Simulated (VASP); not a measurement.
# H6C2O in VASP: notebook

Runs on H6C2O. Level: PBE+D3(BJ). Tasks: single point, relaxation of the atoms.

Program: VASP 6.6.1. These are calculated values, not measurements. Logs are shortened: lines on timing, memory, paths and dates and some standing lists are left out, and cuts for length are marked.

## Step 1: The cell of the first run

The cell holds an amorphous packing of atoms, 36 atoms: a = 7.294 Å, b = 7.294 Å, c = 7.294 Å, α = 90.00°, β = 90.00°, γ = 90.00°.

## Step 2: Single point, PBE+D3(BJ)

File INCAR:

```
SYSTEM = H6C2O
PREC     = Accurate       ! precision mode
ENCUT    = 520            ! plane-wave cutoff, eV
EDIFF    = 1E-7           ! SCF threshold, eV
ISMEAR   = -1             ! smearing method
SIGMA    = 0.05           ! smearing width, eV
LREAL    = Auto         
LASPH    = .TRUE.         ! aspherical terms in the spheres
NELM     = 80             ! most SCF steps
ALGO     = Normal         ! electronic algorithm
ISIF     = 2              ! what is computed and relaxed
LWAVE    = .FALSE.        ! write WAVECAR
LCHARG   = .FALSE.        ! write CHGCAR
GGA      = PE             ! functional
IVDW     = 12             ! dispersion correction
NBANDS   = 64             ! bands
```

File KPOINTS:

```
Automatic mesh
0
G
  1 1 1
  0 0 0
```

File POSCAR:

```
H6C2O
1.0
    7.2936330000      0.0000000000      0.0000000000
    0.0000000000      7.2936330000      0.0000000000
    0.0000000000      0.0000000000      7.2936330000
C O H
8 4 24
Direct
    0.9113565215      0.1394229734      0.2797371351
    0.7030926837      0.1241767991      0.3046492742
    0.7353536982      0.7106197967      0.6298918522
    0.7048613496      0.8358248900      0.8002733343
    0.2219744262      0.4517638878      0.6719010951
    0.1725203338      0.2744585586      0.7633644303
    0.4008976048      0.5673441480      0.2175870379
    0.2795314763      0.6971697095      0.1167867920
    0.6708179586      0.1691612397      0.4966523542
    0.8605725021      0.8468482031      0.9133171356
    0.2585679866      0.1209685214      0.6787426787
    0.1023221212      0.5990567389      0.1131534861
    0.5379349359      0.1768665904      0.5154907026
    0.6226937933      0.2028618660      0.1974461835
    0.6638392691     -0.0296560027      0.2802307163
    0.9513914396      0.0800698363      0.1390253664
    0.9567934115      0.2727858668      0.2909112647
    0.9679126987      0.0525252642      0.3810172516
    0.8265291111      0.9005799990      1.0313515912
    0.6656353562      0.9657601363      0.7555219738
    0.6010447743      0.7826826494      0.8908180601
    0.6406957959      0.7467883289      0.5225105239
    0.8620532456      0.7510660325      0.5652738491
    0.7366424935      0.5639576326      0.6640586385
    0.1771408021      0.0159042825      0.7073429661
    0.2132819131      0.2855230034      0.9156616463
    0.0274623086      0.2466809065      0.7532871478
    0.1764278515      0.5465177642      0.7734965551
    0.3719271315      0.4676270385      0.6589720102
    0.1611268349      0.4853548293      0.5446942559
    0.0032905412      0.6685420009      0.0490564853
    0.2608302337      0.8282429346      0.1952250682
    0.3248175498      0.7299517264     -0.0202094073
    0.5241557945      0.6394207112      0.2493544712
    0.3540896560      0.5015607448      0.3409823335
    0.4379024829      0.4550544290      0.1314434110
```

Potentials or basis: VASP PAW PBE potentials, release 64 (C, O, H).

Started as:

```sh
> cat potpaw_PBE.64/C/POTCAR potpaw_PBE.64/O/POTCAR potpaw_PBE.64/H/POTCAR > POTCAR
> mpirun -np 1 vasp_gam > vasp.out
```

OUTCAR:

```text
SYSTEM = H6C2O
   PREC = Accurate
   ENCUT = 520
   EDIFF = 1E-7
   ISMEAR = -1
   LREAL = Auto
   LASPH = .TRUE.
   NELM = 80
   ISIF = 2
   GGA = PE
   IVDW = 12
 IVDW          = 12

 ion  position               nearest neighbor table
   1  0.911  0.139  0.280-  17 1.03  18 1.06  16 1.15   2 1.53
   2  0.703  0.124  0.305-  14 1.13  15 1.17   9 1.46   1 1.53
   3  0.735  0.711  0.630-  22 1.08  23 1.08  24 1.10   4 1.56
   4  0.705  0.836  0.800-  20 1.04  21 1.08  10 1.41   3 1.56
   5  0.222  0.452  0.672-  30 1.06  28 1.07  29 1.10   6 1.50
   6  0.173  0.274  0.763-  27 1.08  26 1.15  11 1.42   5 1.50
   7  0.401  0.567  0.218-  34 1.07  36 1.07  35 1.08   8 1.49
   8  0.280  0.697  0.117-  33 1.08  32 1.12  12 1.48   7 1.49
   9  0.671  0.169  0.497-  13 0.98   2 1.46
  10  0.861  0.847  0.913-  19 0.98   4 1.41
  11  0.259  0.121  0.679-  25 0.99   6 1.42
  12  0.102  0.599  0.113-  31 1.00   8 1.48
  13  0.538  0.177  0.515-   9 0.98
  14  0.623  0.203  0.197-   2 1.13
  15  0.664  0.970  0.280-   2 1.17
  16  0.951  0.080  0.139-   1 1.15
  17  0.957  0.273  0.291-   1 1.03
[... 17 lines left out ...]
  35  0.354  0.502  0.341-   7 1.08
  36  0.438  0.455  0.131-   7 1.07

  LATTYP: Found a simple cubic cell.
 ALAT       =     7.2936330000

  Lattice vectors:

 A1 = (   7.2936330000,   0.0000000000,   0.0000000000)
 A2 = (   0.0000000000,   7.2936330000,   0.0000000000)
 A3 = (   0.0000000000,   0.0000000000,   7.2936330000)

Analysis of symmetry for initial positions (statically):
=====================================================================
 Subroutine PRICEL returns:
 Original cell was already a primitive cell.

 Routine SETGRP: Setting up the symmetry group for a
 simple cubic supercell.

 Subroutine GETGRP returns: Found  1 space group operations
 (whereof  1 operations were pure point group operations)
 out of a pool of 48 trial point group operations.

The static configuration has the point symmetry C_1 .

Analysis of symmetry for dynamics (positions and initial velocities):
=====================================================================
 Subroutine PRICEL returns:
 Original cell was already a primitive cell.

 Routine SETGRP: Setting up the symmetry group for a
 simple cubic supercell.

 Subroutine GETGRP returns: Found  1 space group operations
 (whereof  1 operations were pure point group operations)
 out of a pool of 48 trial point group operations.

The dynamic configuration has the point symmetry C_1 .
[... 147 lines left out ...]
   IBRION =     -1    ionic relax: 0-MD 1-quasi-New 2-CG
   NFREE  =      0    steps in history (QN), initial steepest desc. (CG)
   ISIF   =      2    stress and relaxation
   ISYM   =      2    0-nonsym 1-usesym 2-fastsym
   POTIM  = 0.5000    time-step for ionic-motion
   TEBEG  =    0.0;   TEEND  =   0.0 temperature during run
   PSTRESS=    0.0 pullay stress
   NELECT =      80.0000    total number of electrons
   NUPDOWN=      -1.0000    fix difference up-down
   EMIN   =  10.00;   EMAX   =-10.00  energy-range for DOS
   EFERMI =   0.00;   METHOD = LEGACY
   ISMEAR =    -1;   SIGMA  =   0.05  broadening in eV -4-tet -1-fermi 0-gaus
   EFERMI_NEDOS =   21; number of points for ismear=-14 and -15
   IALGO  =     38    algorithm
   IMIX   =      4    mixing-type and parameters
     AMIX     =   0.40;   BMIX     =  1.00
     AMIX_MAG =   1.60;   BMIX_MAG =  1.00
  volume/ion in A,a.u.               =      10.78        72.73
  Fermi-wavevector in a.u.,A,eV,Ry     =   0.967151  1.827650 12.726630  0.935381
  Thomas-Fermi vector in A             =   2.097013
   LORBIT       =      0    0 simple, 1 ext, 2 COOP (PROOUT), +10 PAW based schemes
   GGA     = PE    functional components
   LHFCALC =     F    Hartree Fock is set to
   AEXX    =    0.0000 exact exchange contribution
   IVDW    =    12    specifies the selected vdW correction
   LEPSILON=     F    determine dielectric tensor
   LRPA    =     F    only Hartree local field effects (RPA)
 non-spin polarized calculation
  energy-cutoff  :      520.00
  volume of cell :      388.00
 maximum number of plane-waves:      5198
 NGX is ok and might be reduce to    54
   NGX = 27   NGY = 27   NGZ = 27

 number of electron      79.9999998 magnetization

 Free energy of the ion-electron system (eV)
  ---------------------------------------------------
  ext. energy  EPLUGINS =         0.00000000
  ---------------------------------------------------
  free energy    TOTEN  =      -186.91332619 eV

  energy without entropy =     -186.91332619  energy(sigma->0) =     -186.91332619

 E-fermi :  -1.6238     XC(G=0):  -6.4689

 val. band max:       -2.8507182670   @ k =   0.0000   0.0000   0.0000
 cond. band min:       1.8465345399   @ k =   0.0000   0.0000   0.0000
 fundamental gap:      4.6972528070
 Fermi energy:        -1.6237559937

 k-point     1 :       0.0000    0.0000    0.0000
  band No.  band energies     occupation
      1     -23.0177      2.00000
      2     -22.3689      2.00000
      3     -22.2047      2.00000
      4     -21.4807      2.00000
      5     -15.6432      2.00000
      6     -15.5796      2.00000
[... 44 lines left out ...]
     51       5.3931      0.00000
     52       5.4508      0.00000
 [bands above 52 left out]

------------------------ aborting loop because EDIFF is reached ----------------------------------------

 Edisp (eV)   -1.29686

 E8    (eV) :    -0.2821

  FORCE on cell =-STRESS in cart. coord.  units (eV):
  Direction    XX          YY          ZZ          XY          YZ          ZX
  --------------------------------------------------------------------------------------
  -------------------------------------------------------------------------------------
  Total       5.68581     3.76166    -2.72632    -1.79166    -0.55812     0.98013
  in kB      23.47855    15.53311   -11.25786    -7.39834    -2.30465     4.04728
  external pressure =        9.25 kB  Pullay stress =        0.00 kB

 VOLUME and BASIS-vectors are now :
 -----------------------------------------------------------------------------
  energy-cutoff  :      520.00
  volume of cell :      388.00
      direct lattice vectors                 reciprocal lattice vectors
     7.293633000  0.000000000  0.000000000     0.137105884  0.000000000  0.000000000
     0.000000000  7.293633000  0.000000000     0.000000000  0.137105884  0.000000000
     0.000000000  0.000000000  7.293633000     0.000000000  0.000000000  0.137105884

 POSITION                                       TOTAL-FORCE (eV/Angst)
 -----------------------------------------------------------------------------------
      6.64710      1.01690      2.04030        -1.722354     -2.289752     -2.342669
      5.12810      0.90570      2.22200         0.011966     -1.415163     -0.153818
      5.36340      5.18300      4.59420         0.257270      0.708922      1.378765
      5.14100      6.09620      5.83690        -0.383270     -2.135788     -0.571859
      1.61900      3.29500      4.90060         1.071353     -0.399637      1.075657
      1.25830      2.00180      5.56770         0.473745     -0.087126      0.911160
[... 28 lines left out ...]
      2.58260      3.65820      2.48700        -0.763967      0.315040      0.552551
      3.19390      3.31900      0.95870         0.325390     -0.818965     -0.867926
 -----------------------------------------------------------------------------------
    total drift:                               -0.000230     -0.017034      0.031333

  FREE ENERGIE OF THE ION-ELECTRON SYSTEM (eV)
  ---------------------------------------------------
  free  energy   TOTEN  =      -188.2101898123 eV

  energy  without entropy=     -188.2101898123  energy(sigma->0) =     -188.21018981
```

OSZICAR:

```text
N       E                     dE             d eps       ncg     rms          rms(c)
DAV:   1     0.506582008288E+03    0.50658E+03   -0.40468E+04   128   0.111E+03
DAV:   2    -0.144365973374E+03   -0.65095E+03   -0.61335E+03   160   0.256E+02
DAV:   3    -0.205192359365E+03   -0.60826E+02   -0.60361E+02   160   0.816E+01
DAV:   4    -0.206528839537E+03   -0.13365E+01   -0.13295E+01   168   0.137E+01
DAV:   5    -0.206563012349E+03   -0.34173E-01   -0.34117E-01   160   0.203E+00    0.240E+01
DAV:   6    -0.189694832585E+03    0.16868E+02   -0.31149E+01   152   0.186E+01    0.117E+01
DAV:   7    -0.187311342092E+03    0.23835E+01   -0.52818E+00   168   0.825E+00    0.606E+00
DAV:   8    -0.186916187120E+03    0.39515E+00   -0.10591E+00   168   0.439E+00    0.133E+00
DAV:   9    -0.186901528554E+03    0.14659E-01   -0.13056E-01   152   0.164E+00    0.547E-01
DAV:  10    -0.186911152759E+03   -0.96242E-02   -0.28918E-02   144   0.670E-01    0.241E-01
DAV:  11    -0.186912742723E+03   -0.15900E-02   -0.46742E-03   152   0.331E-01    0.139E-01
DAV:  12    -0.186913375398E+03   -0.63267E-03   -0.19218E-03   144   0.204E-01    0.440E-02
DAV:  13    -0.186913341878E+03    0.33520E-04   -0.38798E-04   152   0.820E-02    0.256E-02
DAV:  14    -0.186913330010E+03    0.11868E-04   -0.93835E-05   144   0.452E-02    0.111E-02
DAV:  15    -0.186913326210E+03    0.38004E-05   -0.16810E-05   152   0.179E-02    0.455E-03
DAV:  16    -0.186913326160E+03    0.49896E-07   -0.30410E-06   144   0.794E-03    0.212E-03
DAV:  17    -0.186913326190E+03   -0.30512E-07   -0.67015E-07   168   0.383E-03
   1 F= -.18821019E+03 E0= -.18821019E+03  d E =-.564932E-10
```

It took 56 s on 1 thread of AMD EPYC 7R13 (Zen 3), shared host; peak memory 0.31 GiB.

Results:

```yaml
Free_energy: -188.2102 eV
Pressure: 0.9 GPa
Largest_force: 3.701 eV/Å
Band_gap_on_the_k_mesh: 4.70 eV
Dispersion_energy_per_atom: -0.036 eV
```

Forces in eV/Å, atoms in the order of the input:
```
C   -1.722 -2.290 -2.343
C    0.012 -1.415 -0.154
C    0.257  0.709  1.379
C   -0.383 -2.136 -0.572
C    1.071 -0.400  1.076
C    0.474 -0.087  0.911
C    0.743  0.232 -0.455
C   -2.576 -0.259  1.525
O   -0.585  0.261 -1.136
O    1.873 -0.010  0.705
O   -0.032 -1.333 -0.121
O   -0.241  0.622 -0.457
H    0.064 -0.102  0.153
H    0.363 -0.046  1.006
H    0.200  1.341  0.244
H   -0.149  0.795  1.211
H    0.890  2.310  0.154
H    0.901 -0.671  0.979
H   -0.072  0.014 -0.318
H   -0.494  1.904 -0.697
H   -1.087 -0.434 -0.054
H   -0.973 -0.183 -0.149
H    0.974 -0.067 -0.026
H   -0.044  0.077 -0.201
H    0.778  0.523 -0.277
H   -0.372 -0.182 -1.179
H   -0.873  0.323  0.272
H   -0.234  1.255  0.462
H   -0.056 -0.072  0.080
H   -0.775 -0.110 -1.196
H    0.875 -0.104  0.072
H    0.146 -0.344 -0.323
H    0.329  0.027 -0.626
H    1.158  0.355  0.371
H   -0.764  0.315  0.553
H    0.325 -0.819 -0.868
```

Stress tensor (GPa, compression positive):
```
 2.35 -0.74  0.40
-0.74  1.55 -0.23
 0.40 -0.23 -1.13
```

Caveat: the k points lie up to 0.86 Å⁻¹ apart.

## Step 3: Single point, PBE+D3(BJ)

File INCAR:

```
SYSTEM = H6C2O
  ALGO = Normal
  EDIFF = 1E-6
  ENCUT = 520
  GGA = PE
  ISIF = 2
  ISMEAR = -1
  IVDW = 12
  LASPH = .TRUE.
  LCHARG = .FALSE.
  LREAL = Auto
  LWAVE = .FALSE.
  NBANDS = 64
  NELM = 60
  PREC = Accurate
  SIGMA = 0.05
```

File KPOINTS:

```
k-points
0
G
  1 1 1
  0 0 0
```

File POSCAR:

```
H6C2O
1.0
    7.2936330000      0.0000000000      0.0000000000
    0.0000000000      7.2936330000      0.0000000000
    0.0000000000      0.0000000000      7.2936330000
C O H
8 4 24
Direct
    0.9106572815      0.1502954700      0.2918024529
    0.7088922626      0.0826337163      0.3321527146
    0.7606908656      0.7217253733      0.6624682103
    0.6986367425      0.8685794857      0.7929655907
    0.1940733788      0.4292648122      0.6819920882
    0.1729864938      0.2428008100      0.7750869834
    0.3936172824      0.5460927360      0.2072355437
    0.2516030077      0.6713938033      0.1348436369
    0.6434379136      0.1874511646      0.4739887516
    0.8464643066      0.8599966574      0.9387639877
    0.2656426502      0.1121663237      0.6582042173
    0.0985517094      0.5719097739      0.0755042103
    0.5270898604      0.1366671452      0.5235251074
    0.6141932285      0.0890914034      0.2122673296
    0.7318986299     -0.0617113584      0.3507579830
    0.9624284633      0.1003889283      0.1585903760
    0.9154834086      0.2976980059      0.3041968248
    0.9976098331      0.0945070858      0.4018299248
    0.8333844053      0.9699418657      1.0026827508
    0.7072469920      1.0150359910      0.7360940700
    0.5674127009      0.8360168382      0.8624782739
    0.6536385914      0.6558185749      0.5783126187
    0.8520308055      0.7775685999      0.5448999148
    0.8129556286      0.6134528568      0.7455406654
    0.2314895745     -0.0131073225      0.7027910508
    0.2401272452      0.2417999370      0.9113016791
    0.0263517509      0.2049458754      0.7891677577
    0.1629640537      0.5304489546      0.7867135624
    0.3214858768      0.4410147865      0.6106147650
    0.0857048881      0.4358733158      0.5738840986
    0.0008363459      0.6485519631      0.0265985415
    0.2291176427      0.7884822283      0.2324767369
    0.3007554671      0.7446220560      0.0122709766
    0.5132695873      0.6181967203      0.2605560219
    0.3496748465      0.4742081210      0.3295202816
    0.4280582804      0.4318424028      0.1158956037
```

Potentials or basis: VASP PAW PBE potentials, release 64 (C, O, H).

Started as:

```sh
> cat potpaw_PBE.64/C/POTCAR potpaw_PBE.64/O/POTCAR potpaw_PBE.64/H/POTCAR > POTCAR
> mpirun -np 1 vasp_gam > vasp.out
```

It took 47 s on 1 thread of AMD EPYC 7R13 (Zen 3), shared host; peak memory 0.32 GiB.

The run converged. Its results:

| Quantity | Value |
| --- | --- |
| Free energy | -188.1837 eV |
| Pressure | 0.3 GPa |
| Largest force | 2.899 eV/Å |
| Band gap on the k mesh | 4.61 eV |
| Dispersion energy per atom | -0.036 eV |

Forces in eV/Å, atoms in the order of the input:
```
C   -1.204 -0.684  0.341
C    1.694  0.343 -2.328
C   -0.446  0.891 -2.628
C    1.380  0.866  0.631
C   -2.157 -0.922 -0.095
C    0.575  0.260 -0.208
C    0.470 -0.891  0.785
C    0.169  1.666 -0.770
O   -1.146  0.188  1.819
O   -0.653 -1.574 -1.729
O   -0.287 -1.724  0.247
O   -0.946 -0.956  0.678
H    0.342  0.368 -0.216
H    0.280  0.285 -0.142
H   -0.490 -1.075  0.836
H    0.081  0.324  0.249
H    0.136  0.601 -0.392
H    0.109 -0.005 -0.143
H   -0.081  1.854  1.395
H   -0.512 -1.400  0.347
H    0.091  0.242 -0.271
H   -0.437  0.227  0.354
H   -0.224 -0.714  1.756
H    0.937 -0.805  0.206
H    0.371  1.137 -0.446
H   -0.235  0.044 -0.066
H    0.229  0.084  0.072
H    0.334  0.473 -0.109
H    1.044  0.251  0.042
H    0.395  0.183  0.323
H    0.008  0.586  0.082
H   -0.514 -0.617  0.043
H    0.596  0.176 -0.216
H    0.428  0.218 -0.513
H   -0.662 -0.193  0.460
H    0.322  0.294 -0.397
```

Stress tensor (GPa, compression positive):
```
-0.65 -0.82 -0.25
-0.82  1.07  0.91
-0.25  0.91  0.36
```

Levels at points of the mesh, in eV from the valence-band top:
```csv
k point,band 36,band 37,band 38,band 39,band 40,band 41,band 42,band 43,band 44,band 45
"(0.00, 0.00, 0.00)",-1.59,-0.91,-0.52,-0.27,0.00,4.61,5.60,6.08,6.30,6.54
```

Caveat: the k points lie up to 0.86 Å⁻¹ apart.

[end of part 1 of 2]
